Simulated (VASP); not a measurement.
# Zn3C (P6_3/mmc) in VASP: a series of runs

Runs on Zn3C. Level: PBE. Tasks: relaxation of cell and atoms, single point.

Program: VASP 6.6.1. These are calculated values, not measurements. Logs are shortened: lines on timing, memory, paths and dates and some standing lists are left out, and cuts for length are marked.

### 1 The cell of the first run

Symmetry: P6_3/mmc, No. 194, hexagonal system. The conventional cell has a = 6.831 Å, b = 6.831 Å, c = 2.800 Å, α = 90.00°, β = 90.00°, γ = 120.00°. Within 2.9 Å of Zn (site symmetry mm2) lie 2 C at 2.18 Å and 8 Zn at 2.67 to 2.89 Å. Within 2.9 Å of C (site symmetry -6m2) lie 6 Zn at 2.18 Å and 2 C at 2.80 Å.

The cell was generated, and may not be a known phase.

### 2 Relaxation of cell and atoms, PBE

INCAR reads:

```
SYSTEM = Zn3C
PREC = Accurate ; ENCUT = 600
EDIFF = 1E-6 ; ISMEAR = 0
SIGMA = 0.1 ; LREAL = .False.
LASPH = .True. ; NELM = 80
ALGO = Normal ; ISIF = 3
LWAVE = .False. ; LCHARG = .False.
GGA = PE ; IBRION = 2
NSW = 90 ; EDIFFG = -0.04
```

KPOINTS reads:

```
regular mesh
0
Gamma
  3 3 6
  0 0 0
```

POSCAR reads:

```
Zn3C
1.0
    6.8310059391      0.0000000000      0.0000000000
   -3.4155029696      5.9158246767      0.0000000000
    0.0000000000      0.0000000000      2.8004924572
Zn C
6 2
Direct
    0.3848077668      0.1924038834      0.7500000000
    0.8075961166      0.1924038834      0.7500000000
    0.8075961166      0.6151922332      0.7500000000
    0.6151922332      0.8075961166      0.2500000000
    0.1924038834      0.8075961166      0.2500000000
    0.1924038834      0.3848077668      0.2500000000
    0.6666666667      0.3333333333      0.2500000000
    0.3333333333      0.6666666667      0.7500000000
```

Potentials or basis: VASP PAW PBE potentials, release 64 (Zn, C).

The run is started by

```console
$ cat potpaw_PBE.64/Zn/POTCAR potpaw_PBE.64/C/POTCAR > POTCAR
$ mpirun -np 1 vasp_std > vasp.out
```

OUTCAR:

```text
SYSTEM = Zn3C
   PREC = Accurate
   ENCUT = 600
   EDIFF = 1E-6
   ISMEAR = 0
   LREAL = .False.
   LASPH = .True.
   NELM = 80
   ISIF = 3
   GGA = PE
   IBRION = 2
   NSW = 90
   EDIFFG = -0.04

 ion  position               nearest neighbor table
   1  0.385  0.192  0.750-   7 2.18   7 2.18   6 2.67   6 2.67   5 2.67   5 2.67   2 2.89   3 2.89

   2  0.808  0.192  0.750-   7 2.18   7 2.18   6 2.67   6 2.67   4 2.67   4 2.67   1 2.89   3 2.89

   3  0.808  0.615  0.750-   7 2.18   7 2.18   5 2.67   5 2.67   4 2.67   4 2.67   1 2.89   2 2.89

   4  0.615  0.808  0.250-   8 2.18   8 2.18   3 2.67   3 2.67   2 2.67   2 2.67   5 2.89   6 2.89

   5  0.192  0.808  0.250-   8 2.18   8 2.18   3 2.67   3 2.67   1 2.67   1 2.67   4 2.89   6 2.89

   6  0.192  0.385  0.250-   8 2.18   8 2.18   2 2.67   2 2.67   1 2.67   1 2.67   4 2.89   5 2.89

   7  0.667  0.333  0.250-   2 2.18   2 2.18   1 2.18   1 2.18   3 2.18   3 2.18
   8  0.333  0.667  0.750-   5 2.18   5 2.18   4 2.18   4 2.18   6 2.18   6 2.18

  LATTYP: Found a hexagonal cell.
 ALAT       =     6.8310059391
 C/A-ratio  =     0.4099677972

  Lattice vectors:

 A1 = (   6.8310059391,   0.0000000000,   0.0000000000)
 A2 = (  -3.4155029696,   5.9158246767,   0.0000000000)
 A3 = (   0.0000000000,   0.0000000000,   2.8004924572)

Analysis of symmetry for initial positions (statically):
=====================================================================
 Subroutine PRICEL returns:
 Original cell was already a primitive cell.

 Routine SETGRP: Setting up the symmetry group for a
 hexagonal supercell.

 Subroutine GETGRP returns: Found 24 space group operations
 (whereof 12 operations were pure point group operations)
 out of a pool of 24 trial point group operations.

The static configuration has the point symmetry D_3d.
 The point group associated with its full space group is D_6h.

Analysis of symmetry for dynamics (positions and initial velocities):
=====================================================================
 Subroutine PRICEL returns:
 Original cell was already a primitive cell.

 Routine SETGRP: Setting up the symmetry group for a
 hexagonal supercell.

 Subroutine GETGRP returns: Found 24 space group operations
 (whereof 12 operations were pure point group operations)
 out of a pool of 24 trial point group operations.

The dynamic configuration has the point symmetry D_3d.
 The point group associated with its full space group is D_6h.

 Subroutine INISYM returns: Found 24 space group operations
 (whereof 12 operations are pure point group operations),
 and found     1 'primitive' translations

----------------------------------------------------------------------------------------

                                     Primitive cell

  volume of cell :     113.1708

  direct lattice vectors                    reciprocal lattice vectors
     6.831005939  0.000000000  0.000000000     0.146391323  0.084519070  0.000000000
    -3.415502970  5.915824677  0.000000000     0.000000000  0.169038140  0.000000000
     0.000000000  0.000000000  2.800492457     0.000000000  0.000000000  0.357080055

  length of vectors
     6.831005939  6.831005939  2.800492457     0.169038140  0.169038140  0.357080055

  position of ions in fractional coordinates (direct lattice)
     0.384807767  0.192403883  0.750000000
     0.807596117  0.192403883  0.750000000
     0.807596117  0.615192233  0.750000000
     0.615192233  0.807596117  0.250000000
     0.192403883  0.807596117  0.250000000
     0.192403883  0.384807767  0.250000000
     0.666666667  0.333333333  0.250000000
     0.333333333  0.666666667  0.750000000

  ion indices of the primitive-cell ions
   primitive index   ion index
                 1           1
                 2           2
                 3           3
                 4           4
                 5           5
                 6           6
                 7           7
                 8           8

----------------------------------------------------------------------------------------

[... 53 lines left out ...]

  energy without entropy =      -18.35575487  energy(sigma->0) =      -18.36293333

------------------------ aborting loop because EDIFF is reached ----------------------------------------

  FORCE on cell =-STRESS in cart. coord.  units (eV):
  Direction    XX          YY          ZZ          XY          YZ          ZX
  --------------------------------------------------------------------------------------
  -------------------------------------------------------------------------------------
  Total       -0.3923187     -0.3923187      2.2301079      0.0000000      0.0000000      0.0000000
  in kB       -5.5541197     -5.5541197     31.5719997      0.0000000      0.0000000      0.0000000
  external PRESSURE =       6.8212534 kB  Pullay stress =       0.0000000 kB

 VOLUME and BASIS-vectors are now :
 -----------------------------------------------------------------------------
  energy-cutoff  :      600.00
  volume of cell :      113.17
      direct lattice vectors                 reciprocal lattice vectors
     6.831005939  0.000000000  0.000000000     0.146391323  0.084519070  0.000000000
    -3.415502970  5.915824677  0.000000000     0.000000000  0.169038140  0.000000000
     0.000000000  0.000000000  2.800492457     0.000000000  0.000000000  0.357080055
[... 85 lines left out ...]
 POSITION                                       TOTAL-FORCE (eV/Angst)
 -----------------------------------------------------------------------------------
      1.97975      1.14301      2.14795         0.081829      0.047244      0.000000
      4.82404      1.14301      2.14795        -0.081829      0.047244     -0.000000
      3.40189      3.60623      2.14795         0.000000     -0.094488     -0.000000
      1.42214      4.74924      0.71598        -0.081829     -0.047244     -0.000000
     -1.42214      4.74924      0.71598         0.081829     -0.047244      0.000000
     -0.00000      2.28602      0.71598        -0.000000      0.094488      0.000000
      3.40189      1.96408      0.71598        -0.000000      0.000000     -0.000000
     -0.00000      3.92817      2.14795        -0.000000     -0.000000     -0.000000
 -----------------------------------------------------------------------------------
    total drift:                                0.000000     -0.000000      0.000000

  FREE ENERGIE OF THE ION-ELECTRON SYSTEM (eV)
  ---------------------------------------------------
  free  energy   TOTEN  =       -18.4106857306 eV

  energy  without entropy=      -18.3981820722  energy(sigma->0) =      -18.40443390

--------------------------------------- Ionic step        4  -------------------------------------------

 number of electron      79.9999991 magnetization

 Free energy of the ion-electron system (eV)
  ---------------------------------------------------
  ext. energy  EPLUGINS =         0.00000000
  ---------------------------------------------------
  free energy    TOTEN  =       -18.41343684 eV

  energy without entropy =      -18.40093932  energy(sigma->0) =      -18.40718808

 E-fermi :   2.8523     XC(G=0): -11.1408

 val. band max:        2.5273510362   @ k =   0.3333   0.3333   0.5000
 cond. band min:       2.8676817910   @ k =   0.3333   0.0000   0.3333
 fundamental gap:      0.3403307548
 Fermi energy:         2.8523156672

 k-point     1 :       0.0000    0.0000    0.0000
  band No.  band energies     occupation
      1     -10.0278      2.00000
      2      -9.2264      2.00000
      3      -5.3347      2.00000
      4      -5.3347      2.00000
      5      -5.1843      2.00000
      6      -5.1475      2.00000
[... 623 lines left out ...]
 POSITION                                       TOTAL-FORCE (eV/Angst)
 -----------------------------------------------------------------------------------
      1.98085      1.14364      2.14346        -0.008170     -0.004717     -0.000000
      4.80520      1.14364      2.14346         0.008170     -0.004717      0.000000
      3.39303      3.58961      2.14346        -0.000000      0.009434      0.000000
      1.41218      4.73325      0.71449         0.008170      0.004717      0.000000
     -1.41218      4.73325      0.71449        -0.008170      0.004717     -0.000000
     -0.00000      2.28729      0.71449         0.000000     -0.009434     -0.000000
      3.39303      1.95896      0.71449         0.000000     -0.000000      0.000000
     -0.00000      3.91793      2.14346         0.000000      0.000000      0.000000
 -----------------------------------------------------------------------------------
    total drift:                                0.000000     -0.000000      0.000000

  FREE ENERGIE OF THE ION-ELECTRON SYSTEM (eV)
  ---------------------------------------------------
  free  energy   TOTEN  =       -18.4134368351 eV

  energy  without entropy=      -18.4009393248  energy(sigma->0) =      -18.40718808

 reached required accuracy - stopping structural energy minimisation
```

It took 2 min on 1 thread of Intel Xeon 6975P-C (Granite Rapids), shared host; peak memory 0.29 GiB.

What came out:

| Property | Result |
| --- | --- |
| Free energy | -18.4134 eV |
| Relaxed volume | 14.25 Å³/atom |
| Relaxed cell | a = 6.786 Å, b = 6.786 Å, c = 2.858 Å, α = 90.00°, β = 90.00°, γ = 120.00° |
| Space group after relaxing (to 0.1 Å) | P6_3/mmc (No. 194) |
| Energy gained by relaxing | 5.4 meV/atom |
| Ionic steps | 4 |
| Pressure after relaxing | 0.3 GPa |
| Largest force after relaxing | 0.009 eV/Å |
| Band gap on the k mesh | zero (bands 40 and 41 overlap by 1.46 eV) |

Forces in eV/Å, atoms in the order of the input:
```
Zn  -0.008 -0.005  0.000
Zn   0.008 -0.005  0.000
Zn   0.000  0.009  0.000
Zn   0.008  0.005  0.000
Zn  -0.008  0.005  0.000
Zn   0.000 -0.009  0.000
C    0.000  0.000  0.000
C    0.000  0.000  0.000
```

Stress tensor (GPa, compression positive):
```
 0.42  0.00  0.00
 0.00  0.42  0.00
 0.00  0.00 -0.05
```

The path:
```
step  energy change (eV)  largest force (eV/Å)  pressure (GPa)  volume (Å³)
   1              0.0000                0.2300            0.68       113.17
   2             -0.0341                0.1576           -0.08       114.15
   3             -0.0406                0.0945           -0.61       114.81
   4             -0.0433                0.0094            0.26       113.98
```

Final structure:
```cif
data_structure
_symmetry_space_group_name_H-M 'P 1'
_symmetry_Int_Tables_number 1
_cell_length_a 6.7861
_cell_length_b 6.7861
_cell_length_c 2.8579
_cell_angle_alpha 90.000
_cell_angle_beta 90.000
_cell_angle_gamma 120.000
_cell_volume 113.98
loop_
_atom_site_label
_atom_site_type_symbol
_atom_site_fract_x
_atom_site_fract_y
_atom_site_fract_z
_atom_site_occupancy
Zn1 Zn 0.38920 0.19460 0.75000 1
Zn2 Zn 0.80540 0.19460 0.75000 1
Zn3 Zn 0.80540 0.61080 0.75000 1
Zn4 Zn 0.61080 0.80540 0.25000 1
Zn5 Zn 0.19460 0.80540 0.25000 1
Zn6 Zn 0.19460 0.38920 0.25000 1
C1 C 0.66667 0.33333 0.25000 1
C2 C 0.33333 0.66667 0.75000 1
```

Levels at points of the mesh, in eV from the Fermi level:
| k point | band 36 | band 37 | band 38 | band 39 | band 40 | band 41 | band 42 | band 43 | band 44 | band 45 |
| --- | --- | --- | --- | --- | --- | --- | --- | --- | --- | --- |
| (0.00, 0.00, 0.00) | -5.05 | -5.05 | -0.96 | -0.96 | 0.98 | 1.37 | 2.56 | 2.56 | 2.77 | 3.19 |
| (0.00, 0.00, 0.50) | -2.72 | -2.72 | -2.72 | -0.42 | -0.42 | 0.42 | 0.42 | 0.42 | 0.42 | 3.75 |

Caveat: the k points lie up to 0.37 Å⁻¹ apart in the final cell, too coarse for converged energies and pressures of a metal.

### 3 Relaxation of cell and atoms, PBE

This run uses another cell than the first one, of 18.93 Å³/atom.

INCAR reads:

```
ALGO = Normal
EDIFF = 1E-6
EDIFFG = -0.04
ENCUT = 600
GGA = PE
IBRION = 2
ISIF = 3
ISMEAR = 0
LASPH = True
LCHARG = False
LREAL = False
LWAVE = False
NELM = 80
NSW = 90
PREC = Accurate
SIGMA = 0.1
```

KPOINTS reads:

```
k-points
0
Gamma
  3 3 4
```

POSCAR reads:

```
Zn3C
1.0
    6.0679273100      0.0000000000      0.0000000000
   -3.0339636500      5.2549792000      0.0000000000
    0.0000000000      0.0000000000      4.7492761000
Zn C
6 2
Direct
    0.3331942900      0.1665971400      0.7500000000
    0.8334028600      0.1665971400      0.7500000000
    0.8334028600      0.6668057100      0.7500000000
    0.6668057100      0.8334028600      0.2500000000
    0.1665971400      0.8334028600      0.2500000000
    0.1665971400      0.3331942900      0.2500000000
    0.6666666700      0.3333333300      0.2500000000
    0.3333333300      0.6666666700      0.7500000000
```

Potentials or basis: VASP PAW PBE potentials, release 64 (Zn, C).

The run is started by

```console
$ cat potpaw_PBE.64/Zn/POTCAR potpaw_PBE.64/C/POTCAR > POTCAR
$ mpirun -np 1 vasp_std > vasp.out
```

It took 5.7 min on 1 thread of Intel Xeon 6975P-C (Granite Rapids), shared host; peak memory 0.33 GiB.

It converged, with:

| Item | Value |
| --- | --- |
| Free energy | -16.6462 eV |
| Relaxed volume | 12.96 Å³/atom |
| Relaxed cell | a = 5.430 Å, b = 5.430 Å, c = 4.060 Å, α = 90.00°, β = 90.00°, γ = 120.00° |
| Space group after relaxing (to 0.1 Å) | P6_3/mmc (No. 194) |
| Energy gained by relaxing | 427.7 meV/atom |
| Ionic steps | 12 |
| Pressure after relaxing | 0.0 GPa |
| Largest force after relaxing | 0.010 eV/Å |
| Band gap on the k mesh | zero (bands 40 and 41 overlap by 0.98 eV) |

Forces in eV/Å, atoms in the order of the input:
```
Zn  -0.009 -0.005  0.000
Zn   0.009 -0.005  0.000
Zn   0.000  0.010  0.000
Zn   0.009  0.005  0.000
Zn  -0.009  0.005  0.000
Zn   0.000 -0.010  0.000
C    0.000  0.000  0.000
C    0.000  0.000  0.000
```

Stress tensor (GPa, compression positive):
```
 0.12  0.00  0.00
 0.00  0.12  0.00
 0.00  0.00 -0.17
```

The path:
| step | energy change (eV) | largest force (eV/Å) | pressure (GPa) | volume (Å³) |
| --- | --- | --- | --- | --- |
| 1 | 0.0000 | 0.3705 | -14.82 | 151.44 |
| 2 | -2.9148 | 0.4696 | -8.74 | 116.21 |
| 3 | -3.3356 | 0.4411 | -1.22 | 104.27 |
| 4 | -3.3431 | 0.4301 | 0.59 | 102.24 |
| 5 | -3.3427 | 0.4350 | -0.21 | 103.10 |
| 6 | -3.3904 | 0.2605 | -0.04 | 103.04 |
| 7 | -3.4113 | 0.0301 | 0.34 | 102.95 |
| 8 | -3.4115 | 0.0030 | 0.41 | 102.96 |
| 9 | -3.4144 | 0.0105 | -0.11 | 103.60 |
| 10 | -3.4150 | 0.0153 | -0.43 | 104.06 |
| 11 | -3.4174 | 0.0100 | -0.28 | 103.96 |
| 12 | -3.4217 | 0.0100 | 0.02 | 103.67 |

Final structure:
```
Zn C
1.0
     5.42978    0.00000    0.00000
    -2.71489    4.70233    0.00000
     0.00000    0.00000    4.06014
Zn C
6 2
Direct
  0.35046 0.17523 0.75000
  0.82477 0.17523 0.75000
  0.82477 0.64954 0.75000
  0.64954 0.82477 0.25000
  0.17523 0.82477 0.25000
  0.17523 0.35046 0.25000
  0.66667 0.33333 0.25000
  0.33333 0.66667 0.75000
```

Levels at points of the mesh, in eV from the Fermi level:
| k point | band 36 | band 37 | band 38 | band 39 | band 40 | band 41 | band 42 | band 43 | band 44 | band 45 |
| --- | --- | --- | --- | --- | --- | --- | --- | --- | --- | --- |
| (0.00, 0.00, 0.00) | -3.74 | -3.52 | -3.52 | -1.13 | -0.71 | 0.13 | 1.19 | 1.19 | 3.98 | 4.01 |
| (0.00, 0.00, 0.50) | -3.48 | -3.48 | -3.48 | -2.44 | -2.44 | -0.13 | -0.13 | -0.13 | -0.13 | 4.79 |

Caveat: the k points lie up to 0.45 Å⁻¹ apart in the final cell, too coarse for converged energies and pressures of a metal; the volume moved by over 15 % at a fixed basis, so the end points are rough.

### 4 Single point, PBE

This run uses another cell than the first one, of 14.51 Å³/atom.

INCAR reads:

```
PREC = Accurate
ENCUT = 520
EDIFF = 1E-6
ISMEAR = 0
SIGMA = 0.1
LREAL = F
LASPH = T
NELM = 60
ALGO = Normal
ISIF = 2
LWAVE = F
LCHARG = F
GGA = PE
NBANDS = 50
```

KPOINTS reads:

```
regular mesh
0
Gamma
  6 6 14
```

POSCAR reads:

```
Zn3C
1.0
    7.2096252669      0.0000000000      0.0000000000
   -3.6048126335      6.2437186329      0.0000000000
    0.0000000000      0.0000000000      2.5792931891
Zn C
6 2
Direct
    0.3873588481      0.1936794240      0.7500000000
    0.8063205760      0.1936794240      0.7500000000
    0.8063205760      0.6126411519      0.7500000000
    0.6126411519      0.8063205760      0.2500000000
    0.1936794240      0.8063205760      0.2500000000
    0.1936794240      0.3873588481      0.2500000000
    0.6666666667      0.3333333333      0.2500000000
    0.3333333333      0.6666666667      0.7500000000
```

The run is started by

```console
$ cat potpaw_PBE.64/Zn/POTCAR potpaw_PBE.64/C/POTCAR > POTCAR
$ mpirun -np 1 vasp_std > vasp.out
```

It took 3.4 min on 1 thread of Intel Xeon 6975P-C (Granite Rapids), shared host; peak memory 0.38 GiB.

The run converged. Its results:

* Free energy: -18.7412 eV
* Pressure: 0.5 GPa
* Largest force: 0.029 eV/Å
* Band gap on the k mesh: zero (bands 40 and 41 overlap by 2.77 eV)

Forces on the atoms (eV/Å):
```
Zn  -0.025 -0.015  0.000
Zn   0.025 -0.015  0.000
Zn   0.000  0.029  0.000
Zn   0.025  0.015  0.000
Zn  -0.025  0.015  0.000
Zn   0.000 -0.029  0.000
C    0.000  0.000  0.000
C    0.000  0.000  0.000
```

Stress tensor (GPa, compression positive):
```
0.41 0.00 0.00
0.00 0.41 0.00
0.00 0.00 0.63
```

Levels at points of the mesh, in eV from the Fermi level:
| k point | band 36 | band 37 | band 38 | band 39 | band 40 | band 41 | band 42 | band 43 | band 44 | band 45 |
| --- | --- | --- | --- | --- | --- | --- | --- | --- | --- | --- |
| (0.00, 0.00, 0.00) | -5.63 | -5.63 | -1.93 | -1.93 | 1.30 | 1.30 | 1.38 | 2.47 | 2.60 | 2.66 |
| (0.50, 0.00, 0.00) | -4.29 | -3.26 | -2.69 | -2.46 | -1.76 | -0.23 | 0.74 | 2.52 | 2.56 | 3.87 |
| (0.00, 0.00, 0.50) | -2.49 | -2.49 | -2.49 | -0.02 | -0.02 | 1.22 | 1.22 | 1.22 | 1.22 | 3.64 |
| (0.50, 0.00, 0.50) | -2.74 | -2.51 | -2.51 | 0.23 | 0.23 | 1.70 | 1.70 | 1.85 | 1.85 | 3.56 |

### 5 Summary

```tsv
task	cell	k mesh	cutoff (eV)	gap on the mesh (eV)	pressure (GPa)	relaxed volume (Å³/atom)	largest force (eV/Å)
relaxation of cell and atoms	relaxed from a = 6.831, b = 6.831, c = 2.800 Å, angles 90.0, 90.0, 120.0°, 8 atoms, atomic positions A	3 × 3 × 6	600	none	0.3	14.25	0.01
relaxation of cell and atoms	relaxed from a = 6.068, b = 6.068, c = 4.749 Å, angles 90.0, 90.0, 120.0°, 8 atoms, atomic positions B	3 × 3 × 4	600	none	0.0	12.96	0.01
single point	a = 7.210, b = 7.210, c = 2.579 Å, angles 90.0, 90.0, 120.0°, 8 atoms, atomic positions C	6 × 6 × 14	520	none	0.5	-	0.03
```

Alike in all rows: level PBE; potentials or basis VASP PAW PBE potentials, release 64 (Zn, C); no spin polarisation; smearing gaussian 0.1 eV.

Caveats: some runs use coarse meshes; the volume moved by over 15 % at a fixed basis, so the end points are rough (at least some runs).

Total energies depend on the potentials used, so only differences within one code and one set of settings carry meaning.

The gap in the log of VASP goes by the Fermi energy; the results here count the filled bands.